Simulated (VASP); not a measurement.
Wanted: the native input for a VASP 6.6.1 run.

* Task: single point
* Functional: r2SCAN
* Potentials or basis: VASP PAW PBE potentials, release 64 (Ta_pv)
* Cutoff: 520 eV
* k mesh: 11 × 11 × 6
* Occupations: methfessel-paxton, width 0.1 eV
* Spin: no spin polarisation
* Dipole correction: no
* Further INCAR settings: ALGO = Normal; EDIFF = 1e-06; NBANDS = 18

Crystal: Ta.

```
CELL_PARAMETERS angstrom
2.90037 0.00000 0.00000
-1.45019 2.51180 0.00000
0.00000 0.00000 5.16627
ATOMIC_POSITIONS crystal
Ta 0.66667 0.33333 0.75000
Ta 0.33333 0.66667 0.25000
```

This isn't the form of Ta at room conditions, which is bcc.

These files were run (other wordings do the same):

POSCAR

```
Ta
1.0
    2.9003720700      0.0000000000      0.0000000000
   -1.4501860400      2.5117959000      0.0000000000
    0.0000000000      0.0000000000      5.1662740000
Ta
2
Direct
    0.6666666667      0.3333333333      0.7500000000
    0.3333333333      0.6666666667      0.2500000000
```

INCAR.step1

```
SYSTEM = Ta
ALGO = Normal
EDIFF = 1E-4
ENCUT = 520
GGA = PE
ISMEAR = 1
LASPH = .TRUE.
LCHARG = .FALSE.
LREAL = .FALSE.
LWAVE = .TRUE.
NBANDS = 18
NELM = 80
PREC = Accurate
SIGMA = 0.1
```

INCAR.step2

```
SYSTEM = Ta
ALGO = Normal
EDIFF = 1E-6
ENCUT = 520
ISIF = 2
ISMEAR = 1
ISTART = 1
LASPH = .TRUE.
LCHARG = .FALSE.
LMIXTAU = .TRUE.
LREAL = .FALSE.
LWAVE = .FALSE.
METAGGA = R2SCAN
NBANDS = 18
NELM = 80
PREC = Accurate
SIGMA = 0.1
```

KPOINTS

```
k-points
0
G
  11 11 6
  0 0 0
```

Potentials or basis: VASP PAW PBE potentials, release 64 (Ta_pv).

Launch:

```sh
$ cat potpaw_PBE.64/Ta_pv/POTCAR > POTCAR
$ cp INCAR.step1 INCAR
$ mpirun -np 1 vasp_std > vasp.out
$ cp INCAR.step2 INCAR
$ mpirun -np 1 vasp_std > vasp.out
```

It gave:

* Pressure: -3.2 GPa
* Band gap on the k mesh: zero (bands 11 and 12 overlap by 2.08 eV)

Caveat: the cell stands under tension; the PAW data sets were made with another functional, which shifts forces and pressure a little; spin-orbit coupling is left out, which moves the levels of the heavy elements.

It took 4.8 min on 1 thread of Intel Xeon 8259CL, with other jobs on the host, peak memory 0.19 GiB.
